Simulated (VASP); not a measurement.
Input of a VASP 6.6.1 run:

The input INCAR:

```
SYSTEM = CaF2
PREC = Accurate
ENCUT = 600
EDIFF = 1E-6
ISMEAR = 0
SIGMA = 0.01
LREAL = .False.
LASPH = .True.
NELM = 120
ALGO = Normal
ISIF = 2
LWAVE = .False.
LCHARG = .True.
GGA = B5
ALDAX = 1.0
AGGAX = 1.0
AGGAC = 1.0
ALDAC = 0.0
LELF = .True.
LVHAR = .True.
NBANDS = 19
GGA_COMPAT = .False.
```

The input KPOINTS:

```
regular mesh
0
Gamma
  6 6 6
  0 0 0
```

POSCAR

```
CaF2
1.0
    3.8622170000      0.0000000000      0.0000000000
    1.9311085000      3.3447780369      0.0000000000
    1.9311085000      1.1149260123      3.1534869753
Ca F
1 2
Direct
    0.0000000000      0.0000000000      0.0000000000
    0.2500000000      0.2500000000      0.2500000000
    0.7500000000      0.7500000000      0.7500000000
```

Potentials or basis: VASP PAW PBE potentials, release 64 (Ca_sv, F).

Launch:

```bash
$ cat potpaw_PBE.64/Ca_sv/POTCAR potpaw_PBE.64/F/POTCAR > POTCAR
$ mpirun -np 1 vasp_std > vasp.out
```

(1) Predict the pressure.

(2) Estimate the band gap on the k mesh.

Answers

(1) 4.3 GPa.

(2) 7.40 eV, indirect (least direct gap 7.65 eV).

Caveat: the PAW data sets were made with another functional, which shifts forces and pressure a little.
